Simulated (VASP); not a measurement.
Runs of VASP 6.6.1 on Mg. The structure is that of space group Fd-3m (No. 227), or close to it. The cells are those of the table. 

| task | spin | cell | k mesh | cutoff (eV) | gap on the mesh (eV) | pressure (GPa) |
| --- | --- | --- | --- | --- | --- | --- |
| single point | off | a = 4.917 Å, angles 60.0°, 2 atoms | 9 × 9 × 9 | 520 | none | (b) |
| single point | non-collinear, zero start, SOC | a = 4.853 Å, angles 60.0°, 2 atoms | 8 × 8 × 8 | 520 | - | -0.1 |
| single point | off | a = 4.720 Å, angles 60.0°, 2 atoms | 9 × 9 × 9 | 520 | none | 1.0 |
| single point | off | a = 4.651 Å, angles 60.0°, 2 atoms | 9 × 9 × 9 | 520 | none | (a) |
| single point | off | a = 5.040 Å, angles 60.0°, 2 atoms | 9 × 9 × 9 | 520 | none | -1.1 |
| single point | off | a = 4.853 Å, angles 60.0°, 2 atoms | 9 × 9 × 9 | 520 | none | -0.1 |
| relaxation of cell and atoms | off | relaxed from a = 4.460 Å, angles 60.0°, 2 atoms | 9 × 9 × 9 | 600 | none | 0.0 |
| single point | off | a = 4.787 Å, angles 60.0°, 2 atoms | 9 × 9 × 9 | 520 | none | 0.4 |
| single point | off | a = 4.853 Å, angles 60.0°, 2 atoms | 13 × 13 × 13 | 520 | none | -0.1 |
| single point | off | a = 4.979 Å, angles 60.0°, 2 atoms | 9 × 9 × 9 | 520 | none | -0.9 |

Alike in all rows: level r2SCAN; potentials or basis VASP PAW PBE potentials, release 64 (Mg); smearing fermi-dirac 0.1 eV.

Problem. Fill in the values left out.

Solution. (a) 1.8; (b) -0.5.

Caveats: the PAW data sets were made with another functional, which shifts forces and pressure a little.

A gap of «none» marks levels without a gap at the run's occupations.
